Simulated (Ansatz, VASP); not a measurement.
# Two plane-wave programs on WS2

```
CELL_PARAMETERS angstrom
3.10007 0.00000 0.00000
-1.55003 2.68474 0.00000
0.00000 0.00000 18.86762
ATOMIC_POSITIONS crystal
W 0.66667 0.33333 0.33267
W 0.33333 0.66667 0.66600
W 0.00000 0.00000 0.99933
S 0.33333 0.66667 0.24873
S 0.66667 0.33333 0.08324
S 0.00000 0.00000 0.58206
S 0.33333 0.66667 0.41657
S 0.66667 0.33333 0.91540
S 0.00000 0.00000 0.74990
```

Change from the starting cell: equal strain along all axes, cell held, atoms relaxed: -1.5 %.

Alike in both runs: functional PBEsol; k mesh 12 × 12 × 2; occupations gaussian, width 0.02 eV; no spin polarisation.

Ansatz relaxed the structure, and its values are those at the end. VASP's run is a single point on that final structure, the one shown.

|  | VASP | Ansatz |
| --- | --- | --- |
| version | VASP 6.6.1 | Ansatz 0.2.0 |
| potentials or method | VASP PAW PBE potentials, release 64 (W_sv, S), cutoff 520 eV | scalar-relativistic, plane waves, PAW |
| valence electrons in the cell | 78 | 78 |

|  | VASP | Ansatz | Ansatz less VASP |
| --- | --- | --- | --- |
| gap on the k mesh at the Fermi level (eV) | 1.12 | 1.10 | -0.016 |
| least direct gap on the mesh (eV) | 2.17 | 2.16 | -0.005 |
| pressure (GPa) | 3.6 | 3.4 | -0.13 |
| rms of the force components (eV/Å) | 0.012 | 0.002 | -0.0105 |

VASP's potentials were made for PBE, not for PBEsol. Ansatz's warnings: stress scf threshold loose.

Neither program's run includes spin-orbit coupling.
